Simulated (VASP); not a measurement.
# Al2Pt (Fm-3m) in VASP: single point with PBE

Aim: the single point of Al2Pt with PBE.

Everything below comes from runs of VASP 6.6.1. Logs are shortened: lines on timing, memory, paths and dates and some standing lists are left out, and cuts for length are marked.

### 1 The cell of the first run

Symmetry: Fm-3m, No. 225, cubic system. The conventional cell has a = 5.946 Å, b = 5.946 Å, c = 5.946 Å, α = 90.00°, β = 90.00°, γ = 90.00°. Al (site symmetry -43m) has 4 Pt at 2.57 Å and 6 Al at 2.97 Å within 3.4 Å. Pt (site symmetry m-3m) has 8 Al at 2.57 Å within 3.4 Å.

### 2 Single point, PBE

The input, INCAR:

```
SYSTEM = Al2Pt
PREC = Accurate
ENCUT = 520
EDIFF = 1E-6
ISMEAR = 0
SIGMA = 0.1
LREAL = .FALSE.
LASPH = .TRUE.
NELM = 100
ALGO = Normal
ISIF = 2
LWAVE = .FALSE.
LCHARG = .FALSE.
GGA = PE
ISYM = 0
NBANDS = 15
```

The input, KPOINTS:

```
Automatic mesh
0
G
  9 9 10
  0 0 0
```

The input, POSCAR:

```
Al2Pt
1.0
    4.2047455503      0.0000000000      0.0000000000
   -2.1023727751      3.6414164630      0.0000000000
    2.1023727751      1.2138054877      3.4331603655
Al Pt
2 1
Direct
    0.5000000000      0.7500000000      0.7500000000
    0.5000000000      0.2500000000      0.2500000000
    0.0000000000      0.0000000000      0.0000000000
```

Potentials or basis: VASP PAW PBE potentials, release 64 (Al, Pt).

Run with:

```console
$ cat potpaw_PBE.64/Al/POTCAR potpaw_PBE.64/Pt/POTCAR > POTCAR
$ mpirun -np 1 vasp_std > vasp.out
```

OUTCAR:

```text
SYSTEM = Al2Pt
   PREC = Accurate
   ENCUT = 520
   EDIFF = 1E-6
   ISMEAR = 0
   LREAL = .FALSE.
   LASPH = .TRUE.
   NELM = 100
   ISIF = 2
   GGA = PE
   ISYM = 0

 ion  position               nearest neighbor table
   1  0.500  0.750  0.750-   3 2.57   3 2.57   3 2.57   3 2.57   2 2.97   2 2.97   2 2.97   2 2.97
                             2 2.97   2 2.97
   2  0.500  0.250  0.250-   3 2.57   3 2.57   3 2.57   3 2.57   1 2.97   1 2.97   1 2.97   1 2.97
                             1 2.97   1 2.97
   3  0.000  0.000  0.000-   1 2.57   2 2.57   2 2.57   1 2.57   2 2.57   1 2.57   1 2.57   2 2.57

IMPORTANT INFORMATION: All symmetrisations will be switched off!
NOSYMM: (Re-)initialisation of all symmetry stuff for point group C_1.

----------------------------------------------------------------------------------------

                                     Primitive cell

  volume of cell :      52.5659

  direct lattice vectors                    reciprocal lattice vectors
     4.204745550  0.000000000  0.000000000     0.237826520  0.137309205 -0.194184540
    -2.102372775  3.641416463  0.000000000     0.000000000  0.274618410 -0.097092270
     2.102372775  1.213805488  3.433160366     0.000000000  0.000000000  0.291276810

  length of vectors
     4.204745550  4.204745550  4.204745550     0.336337489  0.291276810  0.291276810

  position of ions in fractional coordinates (direct lattice)
     0.500000000  0.750000000  0.750000000
     0.500000000  0.250000000  0.250000000
     0.000000000  0.000000000  0.000000000

  ion indices of the primitive-cell ions
   primitive index   ion index
                 1           1
                 2           2
                 3           3

----------------------------------------------------------------------------------------

 KPOINTS: Automatic mesh

Automatic generation of k-mesh.
 Grid dimensions read from file:
 generate k-points for:    9    9   10

 Generating k-lattice:

  Cartesian coordinates                     Fractional coordinates (reciprocal lattice)
     0.026425169  0.015256578 -0.021576060     0.111111111  0.000000000  0.000000000
     0.000000000  0.030513157 -0.010788030     0.000000000  0.111111111  0.000000000
     0.000000000  0.000000000  0.029127681     0.000000000  0.000000000  0.100000000

  Length of vectors
     0.037370832  0.032364090  0.029127681

  Shift w.r.t. Gamma in fractional coordinates (k-lattice)
     0.000000000  0.000000000  0.000000000

 -----------------------------------------------------------------------------
|                                                                             |
|           W    W    AA    RRRRR   N    N  II  N    N   GGGG   !!!           |
|           W    W   A  A   R    R  NN   N  II  NN   N  G    G  !!!           |
|           W    W  A    A  R    R  N N  N  II  N N  N  G       !!!           |
|           W WW W  AAAAAA  RRRRR   N  N N  II  N  N N  G  GGG   !            |
|           WW  WW  A    A  R   R   N   NN  II  N   NN  G    G                |
|           W    W  A    A  R    R  N    N  II  N    N   GGGG   !!!           |
|                                                                             |
|     Your reciprocal lattice and k-lattice belong to different lattice       |
|     classes:                                                                |
|                                                                             |
|        The reciprocal lattice is body-centered cubic,                       |
|        whereas your k-lattice is base-centered monoclinic.                  |
|                                                                             |
|     Results are often still useful ...                                      |
|                                                                             |
 -----------------------------------------------------------------------------

 WARNING: IBZKPT: internal override: KBLOWUP is changed to .FALSE.
      ... skipping the blow-up phase ...

 Subroutine IBZKPT returns following result:
 ===========================================

 Found    406 irreducible k-points:

 Following reciprocal coordinates:
            Coordinates               Weight
  0.000000  0.000000  0.000000      1.000000
  0.111111  0.000000  0.000000      2.000000
  0.222222  0.000000  0.000000      2.000000
  0.333333  0.000000  0.000000      2.000000
  0.444444  0.000000  0.000000      2.000000
  0.000000  0.111111  0.000000      2.000000
[... 16 lines left out ...]
 -0.111111  0.222222  0.000000      2.000000
  0.000000  0.333333  0.000000      2.000000
 [... further k-points ...]
   k-points           NKPTS =    406   k-points in BZ     NKDIM =    406   number of bands    NBANDS=     15
   number of dos      NEDOS =    301   number of ions     NIONS =      3
   total plane-waves  NPLWV =  32768
   dimension x,y,z NGX =    32 NGY =   32 NGZ =   32
   dimension x,y,z NGXF=    64 NGYF=   64 NGZF=   64
   ions per type =               2   1
   NGX,Y,Z   is equivalent  to a cutoff of  12.65, 12.65, 12.65 a.u.
   NGXF,Y,Z  is equivalent  to a cutoff of  25.30, 25.30, 25.30 a.u.
 SYSTEM =  Al2Pt
   PREC   = accura    normal or accurate (medium, high low for compatibility)
   ISTART =      0    job   : 0-new  1-cont  2-samecut
   ICHARG =      2    charge: 1-file 2-atom 10-const
   ISPIN  =      1    spin polarized calculation?
   LNONCOLLINEAR =      F non collinear calculations
   LSORBIT =      F    spin-orbit coupling
   LASPH  =      T    aspherical Exc in radial PAW
   ENCUT  =  520.0 eV  38.22 Ry    6.18 a.u.   7.82  7.82  7.82*2*pi/ulx,y,z
   NELM   =    100;   NELMIN=  2; NELMDL= -5     # of ELM steps
   EDIFF  = 0.1E-05   stopping-criterion for ELM
   LREAL  =      F    real-space projection
   EDIFFG = 0.1E-04   stopping-criterion for IOM
   NSW    =      0    number of steps for IOM
   IBRION =     -1    ionic relax: 0-MD 1-quasi-New 2-CG
   NFREE  =      0    steps in history (QN), initial steepest desc. (CG)
   ISIF   =      2    stress and relaxation
   ISYM   =      0    0-nonsym 1-usesym 2-fastsym
   POTIM  = 0.5000    time-step for ionic-motion
   TEBEG  =    0.0;   TEEND  =   0.0 temperature during run
   PSTRESS=    0.0 pullay stress
   NELECT =      16.0000    total number of electrons
   NUPDOWN=      -1.0000    fix difference up-down
   EMIN   =  10.00;   EMAX   =-10.00  energy-range for DOS
   EFERMI =   0.00;   METHOD = LEGACY
   ISMEAR =     0;   SIGMA  =   0.10  broadening in eV -4-tet -1-fermi 0-gaus
   EFERMI_NEDOS =   21; number of points for ismear=-14 and -15
   IALGO  =     38    algorithm
   IMIX   =      4    mixing-type and parameters
     AMIX     =   0.40;   BMIX     =  1.00
     AMIX_MAG =   1.60;   BMIX_MAG =  1.00
  volume/ion in A,a.u.               =      17.52       118.24
  Fermi-wavevector in a.u.,A,eV,Ry     =   1.101235  2.081033 16.500045  1.212719
  Thomas-Fermi vector in A             =   2.237659
   LORBIT       =      0    0 simple, 1 ext, 2 COOP (PROOUT), +10 PAW based schemes
   GGA     = PE    functional components
   LHFCALC =     F    Hartree Fock is set to
   AEXX    =    0.0000 exact exchange contribution
   IVDW    =     0    specifies the selected vdW correction
   LEPSILON=     F    determine dielectric tensor
   LRPA    =     F    only Hartree local field effects (RPA)
 non-spin polarized calculation
 Gauss-broadening in eV      SIGMA  =   0.10
  energy-cutoff  :      520.00
  volume of cell :       52.57
 maximum number of plane-waves:      1432
   NGX = 15   NGY = 15   NGZ = 15

 number of electron      16.0000000 magnetization

 Free energy of the ion-electron system (eV)
  ---------------------------------------------------
  ext. energy  EPLUGINS =         0.00000000
  ---------------------------------------------------
  free energy    TOTEN  =       -16.26545118 eV

  energy without entropy =      -16.26126474  energy(sigma->0) =      -16.26335796

 E-fermi :   7.7090     XC(G=0): -10.6211

 val. band max:        7.7061385090   @ k =   0.4444   0.2222   0.4000
 cond. band min:       7.7284987360   @ k =   0.3333   0.1111   0.3000
 fundamental gap:      0.0223602269
 Fermi energy:         7.7090043583

 k-point     1 :       0.0000    0.0000    0.0000
  band No.  band energies     occupation
      1      -2.4153      2.00000
      2       2.7270      2.00000
      3       2.7286      2.00000
      4       2.7299      2.00000
      5       4.0645      2.00000
      6       4.0656      2.00000
      7      10.4995      0.00000
      8      11.4918      0.00000
      9      11.4927      0.00000
     10      11.4944      0.00000
     11      12.9901      0.00000
     12      12.9904      0.00000
     13      12.9907      0.00000
     14      13.9546      0.00000
     15      13.9551      0.00000

 k-point     2 :       0.1111    0.0000    0.0000
  band No.  band energies     occupation
      1      -2.1914      2.00000
      2       2.5863      2.00000
      3       2.8102      2.00000
      4       2.8129      2.00000
      5       3.9530      2.00000
      6       4.1180      2.00000
      7      10.1968      0.00000
      8      10.1987      0.00000
      9      10.4588      0.00000
     10      10.5308      0.00000
     11      12.7688      0.00000
     12      13.4323      0.00000
     13      14.1349      0.00000
     14      14.1371      0.00000
     15      14.5480      0.00000
[... 365 lines left out ...]
      3       2.8625      2.00000
      4       2.8756      2.00000
      5       3.9479      2.00000
      6       4.1047      2.00000
      7       8.6118      0.00000
      8       9.1471      0.00000
      9      11.2044      0.00000
     10      11.4056      0.00000
     11      12.8351      0.00000
     12      13.0193      0.00000
     13      13.3858      0.00000
     14      14.0441      0.00000
     15      14.4707      0.00000

 k-point    24 :       0.0000    0.3333    0.0000
  band No.  band energies     occupation
      1      -1.0178      2.00000
      2       2.0616      2.00000
      3       3.0139      2.00000
      4       3.0143      2.00000
      5       4.1204      2.00000
      6       4.1226      2.00000
      7       5.4095      2.00000
      8       9.3155      0.00000
      9       9.3186      0.00000
     10      11.4634      0.00000
     11      12.8705      0.00000
     12      12.8984      0.00000
     13      12.9000      0.00000
     14      15.9191      0.00000
     15      15.9193      0.00000

 [... further k-points ...]
[... 5 lines left out ...]
  --------------------------------------------------------------------------------------
  -------------------------------------------------------------------------------------
  Total       -0.0813475     -0.0911204     -0.0300127      0.0084630      0.0131123      0.0227100
  in kB       -2.4794219     -2.7772950     -0.9147688      0.2579467      0.3996548      0.6921872
  external PRESSURE =      -2.0571619 kB  Pullay stress =       0.0000000 kB

 VOLUME and BASIS-vectors are now :
 -----------------------------------------------------------------------------
  energy-cutoff  :      520.00
  volume of cell :       52.57
      direct lattice vectors                 reciprocal lattice vectors
     4.204745550  0.000000000  0.000000000     0.237826520  0.137309205 -0.194184540
    -2.102372775  3.641416463  0.000000000     0.000000000  0.274618410 -0.097092270
     2.102372775  1.213805488  3.433160366     0.000000000  0.000000000  0.291276810

 POSITION                                       TOTAL-FORCE (eV/Angst)
 -----------------------------------------------------------------------------------
      2.10237      3.64142      2.57487         0.008921      0.005150     -0.013856
      2.10237      1.21381      0.85829        -0.008921     -0.005150      0.013856
      0.00000      0.00000      0.00000        -0.000000     -0.000000     -0.000000
 -----------------------------------------------------------------------------------
    total drift:                               -0.000000     -0.000000     -0.000000

  FREE ENERGIE OF THE ION-ELECTRON SYSTEM (eV)
  ---------------------------------------------------
  free  energy   TOTEN  =       -16.2654511777 eV

  energy  without entropy=      -16.2612647432  energy(sigma->0) =      -16.26335796
```

Run time: 83 s. Hardware: 1 thread of Intel Xeon 6975P-C (Granite Rapids), shared host; peak memory 0.43 GiB.

What came out:

```
Free energy            : -16.2655 eV
Pressure               : -0.2 GPa
Band gap on the k mesh : zero (band 8 reaches 11.49 eV, above the bottom of band 9 at 6.21 eV)
```

Caveat: spin-orbit coupling is left out, which moves the levels of the heavy elements.
